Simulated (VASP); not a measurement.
# Ir (P6_3/mmc) in VASP: a series of runs, part 2 of 2

VASP 6.6.1. Earlier steps stand in the parts before.

**4. Single point, LDA**

This run uses another cell than the first one, of 13.26 Å³/atom.

INCAR reads:

```
SYSTEM = Ir
PREC     = Accurate       ! precision mode
ENCUT    = 520            ! plane-wave cutoff, eV
EDIFF    = 1E-6           ! SCF threshold, eV
ISMEAR   = 0              ! smearing method
SIGMA    = 0.15           ! smearing width, eV
LREAL    = .FALSE.        ! projectors in reciprocal space
LASPH    = .TRUE.         ! aspherical terms in the spheres
NELM     = 80             ! most SCF steps
ALGO     = Normal         ! electronic algorithm
ISIF     = 2              ! what is computed and relaxed
LWAVE    = .FALSE.        ! write WAVECAR
LCHARG   = .TRUE.         ! write CHGCAR
LELF     = .TRUE.         ! ELF
LVHAR    = .TRUE.       
NBANDS   = 16             ! bands
```

KPOINTS reads:

```
regular mesh
0
G
  18 18 10
  0 0 0
```

POSCAR reads:

```
Ir
1.0
    2.5790000000      0.0000000000      0.0000000000
   -1.2895000000      2.2334795163      0.0000000000
    0.0000000000      0.0000000000      4.6055000000
Ir
2
Direct
    0.6666666667      0.3333333333      0.7500000000
    0.3333333333      0.6666666667      0.2500000000
```

Potentials or basis: VASP PAW LDA potentials, release 64 (Ir).

The run is started by

```console
cat potpaw_LDA.64/Ir/POTCAR > POTCAR
mpirun -np 1 vasp_std > vasp.out
```

OUTCAR:

```text
SYSTEM = Ir
   PREC = Accurate
   ENCUT = 520
   EDIFF = 1E-6
   ISMEAR = 0
   LREAL = .FALSE.
   LASPH = .TRUE.
   NELM = 80
   ISIF = 2

 ion  position               nearest neighbor table
   1  0.667  0.333  0.750-   2 2.74   2 2.74   2 2.74   2 2.74   2 2.74   2 2.74
   2  0.333  0.667  0.250-   1 2.74   1 2.74   1 2.74   1 2.74   1 2.74   1 2.74

  LATTYP: Found a hexagonal cell.
 ALAT       =     2.5790000000
 C/A-ratio  =     1.7857696782

  Lattice vectors:

 A1 = (   2.5790000000,   0.0000000000,   0.0000000000)
 A2 = (  -1.2895000000,   2.2334795163,   0.0000000000)
 A3 = (   0.0000000000,   0.0000000000,   4.6055000000)

Analysis of symmetry for initial positions (statically):
[... 637 lines left out ...]
     16      25.8858      0.00000

 [... further k-points ...]
[... 5 lines left out ...]
  --------------------------------------------------------------------------------------
  -------------------------------------------------------------------------------------
  Total        7.5861596      7.5861596     -0.7410972     -0.0000000     -0.0000000      0.0000000
  in kB      458.1655748    458.1655748    -44.7585136     -0.0000000     -0.0000000      0.0000000
  external PRESSURE =     290.5242120 kB  Pullay stress =       0.0000000 kB

 VOLUME and BASIS-vectors are now :
 -----------------------------------------------------------------------------
  energy-cutoff  :      520.00
  volume of cell :       26.53
      direct lattice vectors                 reciprocal lattice vectors
     2.579000000  0.000000000  0.000000000     0.387747189  0.223865944  0.000000000
    -1.289500000  2.233479516  0.000000000     0.000000000  0.447731888  0.000000000
     0.000000000  0.000000000  4.605500000     0.000000000  0.000000000  0.217131690

 POSITION                                       TOTAL-FORCE (eV/Angst)
 -----------------------------------------------------------------------------------
      1.28950      0.74449      3.45413         0.000000      0.000000      0.000000
     -0.00000      1.48899      1.15138        -0.000000     -0.000000      0.000000
 -----------------------------------------------------------------------------------
    total drift:                               -0.000000      0.000000     -0.000000

  FREE ENERGIE OF THE ION-ELECTRON SYSTEM (eV)
  ---------------------------------------------------
  free  energy   TOTEN  =       -20.1463518155 eV

  energy  without entropy=      -20.1230778344  energy(sigma->0) =      -20.13471482
```

OSZICAR:

```text
N       E                     dE             d eps       ncg     rms          rms(c)
DAV:   1     0.146768455878E+03    0.14677E+03   -0.84732E+03  7104   0.115E+03
DAV:   2    -0.174882316825E+02   -0.16426E+03   -0.14892E+03  7104   0.318E+02
DAV:   3    -0.212222075626E+02   -0.37340E+01   -0.36872E+01  9896   0.580E+01
DAV:   4    -0.212649293471E+02   -0.42722E-01   -0.42714E-01  8120   0.515E+00
DAV:   5    -0.212661735116E+02   -0.12442E-02   -0.12441E-02  9960   0.911E-01    0.273E+01
DAV:   6    -0.203615054960E+02    0.90467E+00   -0.97331E-01  9176   0.131E+01    0.117E+01
DAV:   7    -0.201608136219E+02    0.20069E+00   -0.34339E-01  9584   0.731E+00    0.209E+00
DAV:   8    -0.201470910974E+02    0.13723E-01   -0.10098E-02  8456   0.114E+00    0.207E-01
DAV:   9    -0.201463675913E+02    0.72351E-03   -0.17092E-03  9832   0.558E-01    0.875E-02
DAV:  10    -0.201463550995E+02    0.12492E-04   -0.25521E-05  9336   0.503E-02    0.397E-02
DAV:  11    -0.201463518206E+02    0.32788E-05   -0.25562E-06  9120   0.176E-02    0.117E-03
DAV:  12    -0.201463518155E+02    0.51373E-08   -0.99964E-08  5264   0.267E-03
   1 F= -.20146352E+02 E0= -.20134715E+02  d E =-.232740E-01
```

Wall time 33 s (1 thread of Intel Xeon 6975P-C (Granite Rapids), shared host); peak memory 0.19 GiB.

What came out:

```yaml
Free_energy: -20.1464 eV
Pressure: 29.1 GPa
Band_gap_on_the_k_mesh: zero (bands 9 and 10 overlap by 4.08 eV)
```

Stress tensor (GPa, compression positive):
```
45.82  0.00  0.00
 0.00 45.82  0.00
 0.00  0.00 -4.48
```

Caveat: the cell stands under pressure; spin-orbit coupling is left out, which moves the levels of the heavy elements.

**5. Single point, LDA**

This run uses another cell than the first one, of 13.26 Å³/atom.

INCAR reads:

```
SYSTEM = Ir
  PREC = Accurate
  ENCUT = 520
  EDIFF = 1E-7
  ISMEAR = 0
  SIGMA = 0.15
  LREAL = .False.
  LASPH = .True.
  NELM = 100
  ALGO = Normal
  ISIF = 2
  LWAVE = .False.
  LCHARG = .False.
  NBANDS = 16
```

KPOINTS reads:

```
regular mesh
0
Gamma
  18 18 10
  0 0 0
```

POSCAR reads:

```
Ir
1.0
    2.6782000000      0.0000000000      0.0000000000
   -1.3391000000      2.3193892364      0.0000000000
    0.0000000000      0.0000000000      4.2693000000
Ir
2
Direct
    0.6666666667      0.3333333333      0.7500000000
    0.3333333333      0.6666666667      0.2500000000
```

Potentials or basis: VASP PAW LDA potentials, release 64 (Ir).

The run is started by

```console
cat potpaw_LDA.64/Ir/POTCAR > POTCAR
mpirun -np 1 vasp_std > vasp.out
```

OUTCAR:

```text
SYSTEM = Ir
   PREC = Accurate
   ENCUT = 520
   EDIFF = 1E-7
   ISMEAR = 0
   LREAL = .False.
   LASPH = .True.
   NELM = 100
   ISIF = 2

 ion  position               nearest neighbor table
   1  0.667  0.333  0.750-   2 2.64   2 2.64   2 2.64   2 2.64   2 2.64   2 2.64
   2  0.333  0.667  0.250-   1 2.64   1 2.64   1 2.64   1 2.64   1 2.64   1 2.64

  LATTYP: Found a hexagonal cell.
 ALAT       =     2.6782000000
 C/A-ratio  =     1.5940930476

  Lattice vectors:

 A1 = (   2.6782000000,   0.0000000000,   0.0000000000)
 A2 = (  -1.3391000000,   2.3193892364,   0.0000000000)
 A3 = (   0.0000000000,   0.0000000000,   4.2693000000)

Analysis of symmetry for initial positions (statically):
=====================================================================
 Subroutine PRICEL returns:
 Original cell was already a primitive cell.

 Routine SETGRP: Setting up the symmetry group for a
 hexagonal supercell.

 Subroutine GETGRP returns: Found 24 space group operations
 (whereof 12 operations were pure point group operations)
 out of a pool of 24 trial point group operations.

The static configuration has the point symmetry D_3d.
 The point group associated with its full space group is D_6h.

Analysis of symmetry for dynamics (positions and initial velocities):
=====================================================================
 Subroutine PRICEL returns:
 Original cell was already a primitive cell.

 Routine SETGRP: Setting up the symmetry group for a
 hexagonal supercell.

 Subroutine GETGRP returns: Found 24 space group operations
 (whereof 12 operations were pure point group operations)
 out of a pool of 24 trial point group operations.

The dynamic configuration has the point symmetry D_3d.
 The point group associated with its full space group is D_6h.

 Subroutine INISYM returns: Found 24 space group operations
 (whereof 12 operations are pure point group operations),
 and found     1 'primitive' translations

----------------------------------------------------------------------------------------

                                     Primitive cell
[... 114 lines left out ...]
  Thomas-Fermi vector in A             =   2.557650
   LORBIT       =      0    0 simple, 1 ext, 2 COOP (PROOUT), +10 PAW based schemes
   GGA     = CA    functional components
   LHFCALC =     F    Hartree Fock is set to
   AEXX    =    0.0000 exact exchange contribution
   IVDW    =     0    specifies the selected vdW correction
   LEPSILON=     F    determine dielectric tensor
   LRPA    =     F    only Hartree local field effects (RPA)
 non-spin polarized calculation
 Gauss-broadening in eV      SIGMA  =   0.15
  energy-cutoff  :      520.00
  volume of cell :       26.52
 maximum number of plane-waves:       744
 NGX is ok and might be reduce to    20
   NGX =  9   NGY =  9   NGZ = 15

 number of electron      18.0000001 magnetization

 Free energy of the ion-electron system (eV)
  ---------------------------------------------------
  ext. energy  EPLUGINS =         0.00000000
  ---------------------------------------------------
  free energy    TOTEN  =       -20.39395665 eV

  energy without entropy =      -20.37241941  energy(sigma->0) =      -20.38318803

 E-fermi :  11.6587     XC(G=0): -14.5141

 val. band max:       11.6556748542   @ k =   0.0556  -0.0000   0.4000
 cond. band min:      11.6616173249   @ k =   0.3333   0.3333   0.0000
 fundamental gap:      0.0059424707
 Fermi energy:        11.6586789049

 k-point     1 :       0.0000    0.0000    0.0000
  band No.  band energies     occupation
      1      -0.3247      2.00000
      2       2.7113      2.00000
      3       7.3195      2.00000
      4       7.3195      2.00000
      5       7.4154      2.00000
      6       8.1067      2.00000
[... 433 lines left out ...]
      3       4.0912      2.00000
      4       6.7988      2.00000
      5       7.1379      2.00000
      6       7.7473      2.00000
[... 8 lines left out ...]
     15      23.0538      0.00000
     16      25.6701      0.00000

 [... further k-points ...]

------------------------ aborting loop because EDIFF is reached ----------------------------------------

  FORCE on cell =-STRESS in cart. coord.  units (eV):
  Direction    XX          YY          ZZ          XY          YZ          ZX
  --------------------------------------------------------------------------------------
  -------------------------------------------------------------------------------------
  Total        3.5842446      3.5842446      5.1750534      0.0000000     -0.0000000      0.0000000
  in kB      216.5383911    216.5383911    312.6454421      0.0000000     -0.0000000      0.0000000
  external PRESSURE =     248.5740747 kB  Pullay stress =       0.0000000 kB

 VOLUME and BASIS-vectors are now :
 -----------------------------------------------------------------------------
  energy-cutoff  :      520.00
  volume of cell :       26.52
      direct lattice vectors                 reciprocal lattice vectors
     2.678200000  0.000000000  0.000000000     0.373385109  0.215573993  0.000000000
    -1.339100000  2.319389236  0.000000000     0.000000000  0.431147987  0.000000000
     0.000000000  0.000000000  4.269300000     0.000000000  0.000000000  0.234230436

 POSITION                                       TOTAL-FORCE (eV/Angst)
 -----------------------------------------------------------------------------------
      1.33910      0.77313      3.20198         0.000000      0.000000      0.000000
     -0.00000      1.54626      1.06733        -0.000000     -0.000000      0.000000
 -----------------------------------------------------------------------------------
    total drift:                               -0.000000      0.000000     -0.000000

  FREE ENERGIE OF THE ION-ELECTRON SYSTEM (eV)
  ---------------------------------------------------
  free  energy   TOTEN  =       -20.3939566477 eV

  energy  without entropy=      -20.3724194137  energy(sigma->0) =      -20.38318803
```

OSZICAR:

```text
N       E                     dE             d eps       ncg     rms          rms(c)
DAV:   1     0.146764689300E+03    0.14676E+03   -0.84846E+03  7104   0.115E+03
DAV:   2    -0.176989626800E+02   -0.16446E+03   -0.14857E+03  7112   0.317E+02
DAV:   3    -0.214811356853E+02   -0.37822E+01   -0.37352E+01  9752   0.583E+01
DAV:   4    -0.215250708922E+02   -0.43935E-01   -0.43925E-01  8136   0.521E+00
DAV:   5    -0.215263735761E+02   -0.13027E-02   -0.13027E-02 10008   0.934E-01    0.273E+01
DAV:   6    -0.206115548955E+02    0.91482E+00   -0.98338E-01  9216   0.133E+01    0.117E+01
DAV:   7    -0.204084474826E+02    0.20311E+00   -0.34655E-01  9768   0.741E+00    0.206E+00
DAV:   8    -0.203955410449E+02    0.12906E-01   -0.83592E-03  8360   0.985E-01    0.429E-01
DAV:   9    -0.203939746867E+02    0.15664E-02   -0.23755E-03  9840   0.664E-01    0.789E-02
DAV:  10    -0.203939617011E+02    0.12986E-04   -0.24188E-05  9672   0.489E-02    0.449E-02
DAV:  11    -0.203939566618E+02    0.50393E-05   -0.41470E-06  9600   0.222E-02    0.147E-03
DAV:  12    -0.203939566477E+02    0.14138E-07   -0.11546E-07  7944   0.263E-03
   1 F= -.20393957E+02 E0= -.20383188E+02  d E =-.215372E-01
```

stdout:

```text
POSCAR found type information on POSCAR Ir
 POSCAR found :  1 types and       2 ions
 scaLAPACK will be used
 LDA part: xc-table for (Slater(with rela. corr.)+CA(PZ))
 , standard interpolation
 POSCAR, INCAR and KPOINTS ok, starting setup
 FFT: planning ... GRIDC
 FFT: planning ... GRID_SOFT
 FFT: planning ... GRID
 WAVECAR not read
 entering main loop
```

It took 28 s on 1 thread of Intel Xeon 6975P-C (Granite Rapids), shared host; peak memory 0.19 GiB.

What came out:

```yaml
Free_energy: -20.3940 eV
Pressure: 24.9 GPa
Band_gap_on_the_k_mesh: zero (bands 9 and 10 overlap by 3.83 eV)
```

Stress tensor (GPa, compression positive):
```
21.65  0.00  0.00
 0.00 21.65  0.00
 0.00  0.00 31.26
```

Levels at points of the mesh, in eV from the Fermi level:
| k point | band 7 | band 8 | band 9 | band 10 | band 11 | band 12 |
| --- | --- | --- | --- | --- | --- | --- |
| (0.00, 0.00, 0.00) | -3.55 | -2.85 | -2.85 | -0.79 | 0.26 | 0.26 |
| (0.50, 0.00, 0.00) | -3.23 | 0.66 | 1.18 | 1.18 | 3.18 | 4.70 |
| (0.00, 0.00, 0.50) | -4.52 | -4.52 | -0.54 | -0.54 | -0.54 | -0.54 |
| (0.50, 0.00, 0.50) | -1.14 | -1.14 | 0.97 | 0.97 | 2.15 | 2.15 |

Caveat: the cell stands under pressure; spin-orbit coupling is left out, which moves the levels of the heavy elements.

**6. Summary**

```csv
cell,gap on the mesh (eV),pressure (GPa)
"a = 2.705, b = 2.705, c = 4.167 Å, angles 90.0, 90.0, 120.0°, 2 atoms",none,28.7
"a = 2.642, b = 2.642, c = 4.386 Å, angles 90.0, 90.0, 120.0°, 2 atoms",none,24.7
"a = 2.579, b = 2.579, c = 4.606 Å, angles 90.0, 90.0, 120.0°, 2 atoms",none,29.1
"a = 2.678, b = 2.678, c = 4.269 Å, angles 90.0, 90.0, 120.0°, 2 atoms",none,24.9
```

Alike in all rows: task single point; level LDA; potentials or basis VASP PAW LDA potentials, release 64 (Ir); no spin polarisation; k mesh 18 × 18 × 10; cutoff (eV) 520; smearing gaussian 0.15 eV.

Caveats: the cell stands under pressure; spin-orbit coupling is left out, which moves the levels of the heavy elements.

Absolute energies hang on the potentials; compare differences alone.
